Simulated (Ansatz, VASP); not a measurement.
# Re: VASP beside Ansatz

INCAR

```
ALGO = Normal
EDIFF = 1E-8
ENCUT = 520
GGA = PE
ISIF = 2
ISMEAR = -1
LASPH = True
LCHARG = False
LEFG = True
LREAL = False
LWAVE = False
NBANDS = 14
NELM = 100
PREC = Accurate
SIGMA = 0.05
```

The input KPOINTS:

```
k-points
0
Gamma
  14 14 8
```

Contents of POSCAR:

```
Re
1.0
    2.6371536987      0.0000000000      0.0000000000
   -1.3185768494      2.2838420967      0.0000000000
    0.0000000000      0.0000000000      4.2167694387
Re
2
Direct
    0.3333333333      0.6666666667      0.2500000000
    0.6666666667      0.3333333333      0.7500000000
```

Input for Ansatz:

```yaml
crystal:
  lattice:
    - [2.6371536987, 0.0, 0.0]
    - [-1.3185768494, 2.2838420967, 0.0]
    - [0.0, 0.0, 4.2167694387]
  atoms:
    - { symbol: Re, position: [0.3333333333, 0.6666666667, 0.25] }
    - { symbol: Re, position: [0.6666666667, 0.3333333333, 0.75] }
kpoints:
  mp_grid: { grid: [14, 14, 8] }
scf:
  occupations: { method: fermi_dirac, width: 0.05 }
hamiltonian:
  xc: pbe
  pseudopotentials: { kind: all_electron, datasets: crystal }
output:
  forces: true
  stress: true
  eigenvalues: true
  efg: { contact_densities: true }
```

Change from the starting cell: volume scaled by 1.04, crystal datasets.

Alike in both runs: task electric field gradients; functional PBE; k mesh 14 × 14 × 8; occupations fermi-dirac, width 0.05 eV; no spin polarisation.

```csv
,VASP,Ansatz
version,VASP 6.6.1,Ansatz 0.2.0
potentials or method,"VASP PAW PBE potentials, release 64 (Re), cutoff 520 eV","all-electron PAW with datasets made for the crystal, scalar-relativistic"
```

Ansatz gave:

| Quantity | Value |
| --- | --- |
| pressure (GPa) | 84.8 |
| traceless stress, the component that is largest in VASP (GPa) | 5.17 |
| size of Vzz on the site where it differs most (V/Å²) | 85.2 |

**Question.** Estimate VASP's values.

**Answer.** Pressure (GPa): 86.5; traceless stress, the component that is largest in VASP (GPa): 5.14; size of Vzz on the site where it differs most (V/Å²): 106.5.

Both programs put the cell under a high pressure, so it lies far from rest at this level. Ansatz ran all-electron here, and VASP with PAW potentials.

Spin-orbit coupling is off throughout. Noted on VASP's run: the cell as given lies far from equilibrium.
